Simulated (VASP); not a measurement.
Wanted: the native input for a VASP 6.6.1 run.

```yaml
Task: electric field gradients
Functional: PBEsol
Potentials_or_basis: VASP PAW PBE potentials, release 64 (Zr_sv)
Cutoff: 520 eV
k_mesh: 14 × 14 × 14
Occupations: fermi-dirac, width 0.08 eV
Spin: no spin polarisation
Dipole_correction: no
Further_INCAR_settings: ALGO = Normal; EDIFF = 1e-08; NBANDS = 12
```

The structure of Zr lies in POSCAR:

```
Zr
1.0
   -1.8643000000      1.8100000000      1.8100000000
    1.8100000000     -1.8643000000      1.8100000000
    1.8100000000      1.8100000000     -1.8643000000
Zr
1
Direct
    0.0000000000      0.0000000000      0.0000000000
```

This cell differs from its parent crystal: equal xy, yz and zx shear strains of -3 %.

The input as run:

INCAR

```
  PREC = Accurate
  ENCUT = 520
  EDIFF = 1E-8
  ISMEAR = -1
  SIGMA = 0.08
  LREAL = False
  LASPH = True
  NELM = 100
  ALGO = Normal
  ISIF = 2
  LWAVE = False
  LCHARG = False
  GGA = PS
  LEFG = True
  NBANDS = 12
```

KPOINTS

```
Automatic mesh
0
Gamma
  14 14 14
```

Potentials or basis: VASP PAW PBE potentials, release 64 (Zr_sv).

Launch:

```sh
$ cat potpaw_PBE.64/Zr_sv/POTCAR > POTCAR
$ mpirun -np 1 vasp_std > vasp.out
```

It gave:

The pressure is -6.6 GPa. The band gap on the k mesh is zero (bands 6 and 7 overlap by 1.62 eV). The largest electric field gradient by atom is Zr +38.7 V/Å².

Caveat: the cell differs from its parent crystal (equal xy, yz and zx shear strains of -3 %); the cell stands under tension; without QUAD_EFG the Cq values of the log hold for a quadrupole moment of 1 mb, not for the nuclei; the PAW data sets were made with another functional, which shifts forces and pressure a little.

Wall time 53 s on 1 thread of Intel(R) Xeon(R) Platinum 8259CL CPU @ 2.50GHz (Skylake/Cascade Lake), with other jobs on the host, peak memory 0.2 GiB.
